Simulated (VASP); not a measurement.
# C (P6_3/mmc) in VASP: further runs

Runs on C. Level: BLYP. Tasks: single point.

All numbers are computed with VASP 6.6.1; they aren't measurements. Logs are shortened: lines on timing, memory, paths and dates and some standing lists are left out, and cuts for length are marked.

## (1) The cell of the first run

It takes space group P6_3/mmc (No. 194, hexagonal). Conventional cell: a = 2.488 Å, b = 2.488 Å, c = 8.126 Å, α = 90.00°, β = 90.00°, γ = 120.00°. Within 2.0 Å of C (site symmetry 3m) lie 4 C at 1.52 Å. C (site symmetry 3m) has 4 C at 1.52 Å within 2.0 Å.

## (2) Single point, BLYP

INCAR

```
SYSTEM = C
PREC = Accurate
ENCUT = 520
EDIFF = 1E-7
ISMEAR = -1
SIGMA = 0.05
LREAL = .FALSE.
LASPH = .TRUE.
NELM = 100
ALGO = Normal
ISIF = 2
LWAVE = .FALSE.
LCHARG = .FALSE.
GGA = B5
ALDAX = 1.0
AGGAX = 1.0
AGGAC = 1.0
ALDAC = 0.0
NBANDS = 26
```

KPOINTS

```
regular mesh
0
G
  12 12 4
  0 0 0
```

POSCAR

```
C
1.0
    2.4880133891      0.0000000000      0.0000000000
   -1.2440066945      2.1546827999      0.0000000000
    0.0000000000      0.0000000000      8.1257741910
C
8
Direct
    0.6666666667      0.3333333333      0.8437500000
    0.3333333333      0.6666666667      0.3437500000
    0.6666666667      0.3333333333      0.6562500000
    0.3333333333      0.6666666667      0.1562500000
    0.0000000000      0.0000000000      0.9062500000
    0.0000000000      0.0000000000      0.4062500000
    0.0000000000      0.0000000000      0.5937500000
    0.0000000000      0.0000000000      0.0937500000
```

Potentials or basis: VASP PAW PBE potentials, release 64 (C).

Run with:

```bash
$ cat potpaw_PBE.64/C/POTCAR > POTCAR
$ mpirun -np 1 vasp_std > vasp.out
```

OUTCAR:

```text
SYSTEM = C
   PREC = Accurate
   ENCUT = 520
   EDIFF = 1E-7
   ISMEAR = -1
   LREAL = .FALSE.
   LASPH = .TRUE.
   NELM = 100
   ISIF = 2
   GGA = B5

 ion  position               nearest neighbor table
   1  0.667  0.333  0.844-   3 1.52   5 1.52   5 1.52   5 1.52
   2  0.333  0.667  0.344-   4 1.52   6 1.52   6 1.52   6 1.52
   3  0.667  0.333  0.656-   1 1.52   7 1.52   7 1.52   7 1.52
   4  0.333  0.667  0.156-   2 1.52   8 1.52   8 1.52   8 1.52
   5  0.000  0.000  0.906-   8 1.52   1 1.52   1 1.52   1 1.52
   6  0.000  0.000  0.406-   7 1.52   2 1.52   2 1.52   2 1.52
   7  0.000  0.000  0.594-   6 1.52   3 1.52   3 1.52   3 1.52
   8  0.000  0.000  0.094-   5 1.52   4 1.52   4 1.52   4 1.52

  LATTYP: Found a hexagonal cell.
 ALAT       =     2.4880133891
 C/A-ratio  =     3.2659688355

  Lattice vectors:

 A1 = (   2.4880133891,   0.0000000000,   0.0000000000)
 A2 = (  -1.2440066945,   2.1546827999,   0.0000000000)
 A3 = (   0.0000000000,   0.0000000000,   8.1257741910)

Analysis of symmetry for initial positions (statically):
=====================================================================
 Subroutine PRICEL returns:
 Original cell was already a primitive cell.

 Routine SETGRP: Setting up the symmetry group for a
 hexagonal supercell.

 Subroutine GETGRP returns: Found 24 space group operations
 (whereof 12 operations were pure point group operations)
 out of a pool of 24 trial point group operations.

The static configuration has the point symmetry D_3d.
 The point group associated with its full space group is D_6h.

Analysis of symmetry for dynamics (positions and initial velocities):
=====================================================================
 Subroutine PRICEL returns:
 Original cell was already a primitive cell.

 Routine SETGRP: Setting up the symmetry group for a
 hexagonal supercell.

 Subroutine GETGRP returns: Found 24 space group operations
 (whereof 12 operations were pure point group operations)
 out of a pool of 24 trial point group operations.

The dynamic configuration has the point symmetry D_3d.
 The point group associated with its full space group is D_6h.

 Subroutine INISYM returns: Found 24 space group operations
 (whereof 12 operations are pure point group operations),
 and found     1 'primitive' translations

----------------------------------------------------------------------------------------

                                     Primitive cell

  volume of cell :      43.5613

  direct lattice vectors                    reciprocal lattice vectors
     2.488013389  0.000000000  0.000000000     0.401927097  0.232052718  0.000000000
    -1.244006694  2.154682800  0.000000000     0.000000000  0.464105436  0.000000000
     0.000000000  0.000000000  8.125774191     0.000000000  0.000000000  0.123065197

  length of vectors
     2.488013389  2.488013389  8.125774191     0.464105436  0.464105436  0.123065197

  position of ions in fractional coordinates (direct lattice)
     0.666666667  0.333333333  0.843750000
     0.333333333  0.666666667  0.343750000
     0.666666667  0.333333333  0.656250000
     0.333333333  0.666666667  0.156250000
     0.000000000  0.000000000  0.906250000
     0.000000000  0.000000000  0.406250000
     0.000000000  0.000000000  0.593750000
     0.000000000  0.000000000  0.093750000

  ion indices of the primitive-cell ions
   primitive index   ion index
                 1           1
                 2           2
                 3           3
                 4           4
                 5           5
                 6           6
                 7           7
                 8           8

----------------------------------------------------------------------------------------

 KPOINTS: regular mesh

Automatic generation of k-mesh.
 Grid dimensions read from file:
 generate k-points for:   12   12    4

 Generating k-lattice:

  Cartesian coordinates                     Fractional coordinates (reciprocal lattice)
     0.033493925  0.019337726  0.000000000     0.083333333 -0.000000000  0.000000000
     0.000000000  0.038675453  0.000000000     0.000000000  0.083333333  0.000000000
     0.000000000  0.000000000  0.030766299     0.000000000  0.000000000  0.250000000

  Length of vectors
     0.038675453  0.038675453  0.030766299

  Shift w.r.t. Gamma in fractional coordinates (k-lattice)
     0.000000000  0.000000000  0.000000000

 Subroutine IBZKPT returns following result:
 ===========================================

 Found     57 irreducible k-points:

 Following reciprocal coordinates:
            Coordinates               Weight
  0.000000  0.000000  0.000000      1.000000
  0.083333  0.000000  0.000000      6.000000
  0.166667  0.000000  0.000000      6.000000
  0.250000  0.000000  0.000000      6.000000
  0.333333  0.000000  0.000000      6.000000
  0.416667  0.000000  0.000000      6.000000
[... 16 lines left out ...]
  0.250000  0.000000  0.250000     12.000000
  0.333333  0.000000  0.250000     12.000000
 [... further k-points ...]
   k-points           NKPTS =     57   k-points in BZ     NKDIM =     57   number of bands    NBANDS=     26
   number of dos      NEDOS =    301   number of ions     NIONS =      8
   total plane-waves  NPLWV =  24000
   dimension x,y,z NGX =    20 NGY =   20 NGZ =   60
   dimension x,y,z NGXF=    40 NGYF=   40 NGZF=  120
   ions per type =               8
   NGX,Y,Z   is equivalent  to a cutoff of  13.36, 13.36, 12.28 a.u.
   NGXF,Y,Z  is equivalent  to a cutoff of  26.73, 26.73, 24.55 a.u.
 SYSTEM =  C
   PREC   = accura    normal or accurate (medium, high low for compatibility)
   ISTART =      0    job   : 0-new  1-cont  2-samecut
   ICHARG =      2    charge: 1-file 2-atom 10-const
   ISPIN  =      1    spin polarized calculation?
   LNONCOLLINEAR =      F non collinear calculations
   LSORBIT =      F    spin-orbit coupling
   LASPH  =      T    aspherical Exc in radial PAW
   ENCUT  =  520.0 eV  38.22 Ry    6.18 a.u.   4.63  4.63 15.11*2*pi/ulx,y,z
   NELM   =    100;   NELMIN=  2; NELMDL= -5     # of ELM steps
   EDIFF  = 0.1E-06   stopping-criterion for ELM
   LREAL  =      F    real-space projection
   EDIFFG = 0.1E-05   stopping-criterion for IOM
   NSW    =      0    number of steps for IOM
   IBRION =     -1    ionic relax: 0-MD 1-quasi-New 2-CG
   NFREE  =      0    steps in history (QN), initial steepest desc. (CG)
   ISIF   =      2    stress and relaxation
   ISYM   =      2    0-nonsym 1-usesym 2-fastsym
   POTIM  = 0.5000    time-step for ionic-motion
   TEBEG  =    0.0;   TEEND  =   0.0 temperature during run
   PSTRESS=    0.0 pullay stress
   NELECT =      32.0000    total number of electrons
   NUPDOWN=      -1.0000    fix difference up-down
   EMIN   =  10.00;   EMAX   =-10.00  energy-range for DOS
   EFERMI =   0.00;   METHOD = LEGACY
   ISMEAR =    -1;   SIGMA  =   0.05  broadening in eV -4-tet -1-fermi 0-gaus
   EFERMI_NEDOS =   21; number of points for ismear=-14 and -15
   IALGO  =     38    algorithm
   IMIX   =      4    mixing-type and parameters
     AMIX     =   0.40;   BMIX     =  1.00
     AMIX_MAG =   1.60;   BMIX_MAG =  1.00
  volume/ion in A,a.u.               =       5.45        36.75
  Fermi-wavevector in a.u.,A,eV,Ry     =   1.477150  2.791408 29.687527  2.181972
  Thomas-Fermi vector in A             =   2.591589
   LORBIT       =      0    0 simple, 1 ext, 2 COOP (PROOUT), +10 PAW based schemes
   GGA     = B5    functional components
   LHFCALC =     F    Hartree Fock is set to
   AEXX    =    0.0000 exact exchange contribution
   IVDW    =     0    specifies the selected vdW correction
   LEPSILON=     F    determine dielectric tensor
   LRPA    =     F    only Hartree local field effects (RPA)
 non-spin polarized calculation
  energy-cutoff  :      520.00
  volume of cell :       43.56
 maximum number of plane-waves:      1194
 NGX is ok and might be reduce to    20
   NGX =  9   NGY =  9   NGZ = 31

 number of electron      32.0000000 magnetization

 Free energy of the ion-electron system (eV)
  ---------------------------------------------------
  ext. energy  EPLUGINS =         0.00000000
  ---------------------------------------------------
  free energy    TOTEN  =       -66.50773112 eV

  energy without entropy =      -66.50773112  energy(sigma->0) =      -66.50773112

 E-fermi :  11.7514     XC(G=0): -12.7415

 val. band max:       10.7526671547   @ k =   0.0000   0.0000   0.0000
 cond. band min:      15.6180365453   @ k =   0.4167   0.0000   0.0000
 fundamental gap:      4.8653693906
 Fermi energy:        11.7513528752

 k-point     1 :       0.0000    0.0000    0.0000
  band No.  band energies     occupation
      1     -11.1386      2.00000
      2      -9.4100      2.00000
      3      -9.3593      2.00000
      4      -5.1752      2.00000
      5      -2.9608      2.00000
      6       3.9732      2.00000
[... 18 lines left out ...]
     25      19.5100      0.00000
     26      19.7221      0.00000

 k-point     2 :       0.0833    0.0000    0.0000
  band No.  band energies     occupation
      1     -10.9646      2.00000
      2      -9.2394      2.00000
      3      -9.1879      2.00000
      4      -5.0210      2.00000
      5      -2.8000      2.00000
      6       4.0526      2.00000
[... 18 lines left out ...]
     25      19.8896      0.00000
     26      20.3140      0.00000

 k-point     3 :       0.1667    0.0000    0.0000
  band No.  band energies     occupation
      1     -10.4444      2.00000
      2      -8.7300      2.00000
      3      -8.6756      2.00000
      4      -4.5606      2.00000
      5      -2.3307      2.00000
      6       4.1926      2.00000
[... 572 lines left out ...]
 k-point    23 :       0.2500    0.0000    0.2500
  band No.  band energies     occupation
      1      -9.4758      2.00000
      2      -8.6099      2.00000
      3      -6.9136      2.00000
      4      -4.5820      2.00000
      5      -0.6991      2.00000
      6       2.3017      2.00000
[... 18 lines left out ...]
     25      21.5789      0.00000
     26      22.7792      0.00000

 k-point    24 :       0.3333    0.0000    0.2500
  band No.  band energies     occupation
      1      -8.2940      2.00000
      2      -7.4428      2.00000
      3      -5.7834      2.00000
      4      -3.5304      2.00000
      5      -0.5608      2.00000
      6       0.4336      2.00000
[... 18 lines left out ...]
     25      21.5964      0.00000
     26      23.7246      0.00000

 [... further k-points ...]

------------------------ aborting loop because EDIFF is reached ----------------------------------------

  FORCE on cell =-STRESS in cart. coord.  units (eV):
  Direction    XX          YY          ZZ          XY          YZ          ZX
  --------------------------------------------------------------------------------------
  -------------------------------------------------------------------------------------
  Total        7.5139317      7.5139317     11.2549489      0.0000000     -0.0000000      0.0000000
  in kB      276.3611653    276.3611653    413.9551635      0.0000000     -0.0000000      0.0000000
  external PRESSURE =     322.2258313 kB  Pullay stress =       0.0000000 kB

 VOLUME and BASIS-vectors are now :
 -----------------------------------------------------------------------------
  energy-cutoff  :      520.00
  volume of cell :       43.56
      direct lattice vectors                 reciprocal lattice vectors
     2.488013389  0.000000000  0.000000000     0.401927097  0.232052718  0.000000000
    -1.244006694  2.154682800  0.000000000     0.000000000  0.464105436  0.000000000
     0.000000000  0.000000000  8.125774191     0.000000000  0.000000000  0.123065197

 POSITION                                       TOTAL-FORCE (eV/Angst)
 -----------------------------------------------------------------------------------
      1.24401      0.71823      6.85612         0.000000     -0.000000      0.332800
     -0.00000      1.43646      2.79323         0.000000      0.000000      0.332800
      1.24401      0.71823      5.33254        -0.000000      0.000000     -0.332800
     -0.00000      1.43646      1.26965        -0.000000      0.000000     -0.332800
      0.00000      0.00000      7.36398         0.000000     -0.000000      0.367020
      0.00000      0.00000      3.30110        -0.000000     -0.000000      0.367020
      0.00000      0.00000      4.82468         0.000000     -0.000000     -0.367020
      0.00000      0.00000      0.76179        -0.000000      0.000000     -0.367020
 -----------------------------------------------------------------------------------
    total drift:                               -0.000000      0.000000      0.000000

  FREE ENERGIE OF THE ION-ELECTRON SYSTEM (eV)
  ---------------------------------------------------
  free  energy   TOTEN  =       -66.5077311226 eV

  energy  without entropy=      -66.5077311226  energy(sigma->0) =      -66.50773112
```

Wall time 71 s (1 thread of Intel Xeon Platinum 8488C (Sapphire Rapids), shared host); peak memory 0.17 GiB.

Results:

- Free energy: -66.5077 eV
- Pressure: 32.2 GPa
- Largest force: 0.367 eV/Å
- Band gap on the k mesh: 4.87 eV (least direct gap 5.45 eV)

Forces in eV/Å, atoms in the order of the input:
```
C    0.000  0.000  0.333
C    0.000  0.000  0.333
C    0.000  0.000 -0.333
C    0.000  0.000 -0.333
C    0.000  0.000  0.367
C    0.000  0.000  0.367
C    0.000  0.000 -0.367
C    0.000  0.000 -0.367
```

Levels at points of the mesh, in eV from the valence-band top:
```tsv
k point	band 14	band 15	band 16	band 17	band 18	band 19
(0.00, 0.00, 0.00)	-0.23	0.00	0.00	5.45	5.45	5.99
(0.50, 0.00, 0.00)	-4.61	-3.76	-2.99	4.93	6.11	6.29
(0.00, 0.00, 0.50)	-0.69	-0.69	-0.69	6.25	6.25	6.25
(0.50, 0.00, 0.50)	-4.77	-3.72	-3.72	5.28	5.28	7.57
```

Caveat: the cell stands under pressure; the PAW data sets were made with another functional, which shifts forces and pressure a little.

## (3) Single point, BLYP

This run uses another cell than the first one, of 5.56 Å³/atom.

INCAR

```
SYSTEM = C
  AGGAC = 1.0
  AGGAX = 1.0
  ALDAC = 0.0
  ALDAX = 1.0
  ALGO = Normal
  EDIFF = 1E-6
  ENCUT = 520
  GGA = B5
  ISIF = 2
  ISMEAR = -1
  LASPH = .TRUE.
  LCHARG = .TRUE.
  LELF = .TRUE.
  LREAL = .FALSE.
  LVHAR = .TRUE.
  LWAVE = .FALSE.
  NBANDS = 26
  NELM = 100
  PREC = Accurate
  SIGMA = 0.05
```

KPOINTS

```
k-points
0
G
  12 12 4
  0 0 0
```

Changes to POSCAR since step 2:

```diff
@@ -2,5 +2,5 @@
 1.0
-    2.4880133891      0.0000000000      0.0000000000
-   -1.2440066945      2.1546827999      0.0000000000
-    0.0000000000      0.0000000000      8.1257741910
+    2.5051726443      0.0000000000      0.0000000000
+   -1.2525863222      2.1695431509      0.0000000000
+    0.0000000000      0.0000000000      8.1818157839
 C
```

Potentials or basis: VASP PAW PBE potentials, release 64 (C).

Run with:

```bash
$ cat potpaw_PBE.64/C/POTCAR > POTCAR
$ mpirun -np 1 vasp_std > vasp.out
```

It took 82 s on 1 thread of Intel Xeon Platinum 8488C (Sapphire Rapids), shared host; peak memory 0.18 GiB.

The run converged. Its results:

```
Free energy            : -66.6614 eV
Pressure               : 21.8 GPa
Largest force          : 0.353 eV/Å
Band gap on the k mesh : 4.81 eV (least direct gap 5.40 eV)
```

Forces in eV/Å, atoms in the order of the input:
```
C    0.000  0.000  0.322
C    0.000  0.000  0.322
C    0.000  0.000 -0.322
C    0.000  0.000 -0.322
C    0.000  0.000  0.353
C    0.000  0.000  0.353
C    0.000  0.000 -0.353
C    0.000  0.000 -0.353
```

Stress tensor (GPa, compression positive):
```
17.45  0.00  0.00
 0.00 17.45  0.00
 0.00  0.00 30.49
```

Levels at points of the mesh, in eV from the valence-band top:
| k point | band 14 | band 15 | band 16 | band 17 | band 18 | band 19 |
| --- | --- | --- | --- | --- | --- | --- |
| (0.00, 0.00, 0.00) | -0.22 | 0.00 | 0.00 | 5.40 | 5.40 | 5.92 |
| (0.50, 0.00, 0.00) | -4.53 | -3.69 | -2.93 | 4.87 | 6.02 | 6.23 |
| (0.00, 0.00, 0.50) | -0.67 | -0.67 | -0.67 | 6.19 | 6.19 | 6.19 |
| (0.50, 0.00, 0.50) | -4.68 | -3.65 | -3.65 | 5.23 | 5.23 | 7.49 |

Caveat: the cell stands under pressure; the PAW data sets were made with another functional, which shifts forces and pressure a little. Expect the measured gap to be larger: semilocal functionals such as BLYP lack the derivative discontinuity.

## (4) Single point, BLYP

This run uses another cell than the first one, of 5.67 Å³/atom.

INCAR

```
SYSTEM = C
  AGGAC = 1.0
  AGGAX = 1.0
  ALDAC = 0.0
  ALDAX = 1.0
  ALGO = Normal
  EDIFF = 1E-7
  ENCUT = 520
  GGA = B5
  ISIF = 2
  ISMEAR = -1
  LASPH = .True.
  LCHARG = .False.
  LREAL = .False.
  LWAVE = .False.
  NBANDS = 26
  NELM = 100
  PREC = Accurate
  SIGMA = 0.05
```

KPOINTS

```
k-points
0
Gamma
  12 12 4
  0 0 0
```

Changes to POSCAR since step 3:

```diff
@@ -2,5 +2,5 @@
 1.0
-    2.5051726443      0.0000000000      0.0000000000
-   -1.2525863222      2.1695431509      0.0000000000
-    0.0000000000      0.0000000000      8.1818157839
+    2.5221000000      0.0000000000      0.0000000000
+   -1.2610500000      2.1842026709      0.0000000000
+    0.0000000000      0.0000000000      8.2371000000
 C
```

Run with:

```bash
$ cat potpaw_PBE.64/C/POTCAR > POTCAR
$ mpirun -np 1 vasp_std > vasp.out
```

Run time: 81 s. Hardware: 1 thread of Intel Xeon Platinum 8488C (Sapphire Rapids), shared host; peak memory 0.18 GiB.

The run converged. Its results:

| Property | Result |
| --- | --- |
| Free energy | -66.7588 eV |
| Pressure | 12.3 GPa |
| Largest force | 0.340 eV/Å |
| Band gap on the k mesh | 4.75 eV (least direct gap 5.35 eV) |

Forces in eV/Å, atoms in the order of the input:
```
C    0.000  0.000  0.311
C    0.000  0.000  0.311
C    0.000  0.000 -0.311
C    0.000  0.000 -0.311
C    0.000  0.000  0.340
C    0.000  0.000  0.340
C    0.000  0.000 -0.340
C    0.000  0.000 -0.340
```

Stress tensor (GPa, compression positive):
```
 8.17  0.00  0.00
 0.00  8.17  0.00
 0.00  0.00 20.55
```

Levels at points of the mesh, in eV from the valence-band top:
```tsv
k point	band 12	band 13	band 14	band 15	band 16	band 17	band 18	band 19	band 20	band 21
(0.00, 0.00, 0.00)	-1.70	-1.70	-0.21	0.00	0.00	5.35	5.35	5.86	7.16	7.16
(0.50, 0.00, 0.00)	-4.91	-4.89	-4.45	-3.61	-2.87	4.82	5.94	6.17	6.34	7.25
(0.00, 0.00, 0.50)	-2.47	-0.66	-0.66	-0.66	-0.66	6.12	6.12	6.12	6.12	6.86
(0.50, 0.00, 0.50)	-5.94	-4.59	-4.59	-3.58	-3.58	5.17	5.17	7.42	7.42	7.80
```

Caveat: the cell stands under pressure; the PAW data sets were made with another functional, which shifts forces and pressure a little.

(Part 1 of 2 ends here.)
